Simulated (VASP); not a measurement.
## CaCu3C2: single point with PBE

The system is CaCu3C2.

```xyz
6
Lattice="-2.6591 2.6591 3.5480 2.6591 -2.6591 3.5480 2.6591 2.6591 -3.5480" Properties=species:S:1:pos:R:3 pbc="T T T"
Ca    0.0000    0.0000    0.0000
Cu    0.0000    2.6591    0.0000
Cu    2.6591    0.0000    0.0000
Cu    0.0000    0.0000    3.5480
C     0.0000    2.6591    1.7740
C     2.6591    0.0000    1.7740
```

The cell was generated, and may not be a known phase.

```json
{
  "Program": "VASP 6.6.1",
  "Task": "single point",
  "Functional": "PBE",
  "Potentials or basis": "VASP PAW PBE potentials, release 64 (Ca_sv, Cu, C)",
  "Cutoff": "520 eV",
  "k mesh": "10 × 10 × 10",
  "Occupations": "gaussian, width 0.1 eV",
  "Spin": "no spin polarisation",
  "Dipole correction": "no",
  "Further INCAR settings": "ALGO = Fast; EDIFF = 1e-06; NBANDS = 34"
}
```

```yaml
Pressure: 0.1 GPa
Band_gap_on_the_k_mesh: zero (an odd number of electrons rules out a gap without spin polarisation)
```

Stress tensor (GPa, compression positive):
```
-0.12  0.00  0.00
 0.00 -0.12  0.00
 0.00  0.00  0.50
```

Levels at points of the mesh, in eV from the Fermi level:
```tsv
k point	band 23	band 24	band 25	band 26	band 27	band 28
(0.00, 0.00, 0.00)	-0.70	-0.57	-0.57	0.50	0.50	1.16
(0.50, 0.00, 0.00)	-1.68	-0.92	-0.84	-0.11	-0.07	2.56
(0.50, 0.50, 0.00)	-1.71	-1.13	-0.38	0.00	0.06	1.89
(0.50, 0.50, 0.50)	-1.67	-1.28	-1.14	1.56	1.56	1.68
```

Wall time 15 min on 1 thread of Oxide Virtual Turin-like Processor, on a shared host, peak memory 0.43 GiB.
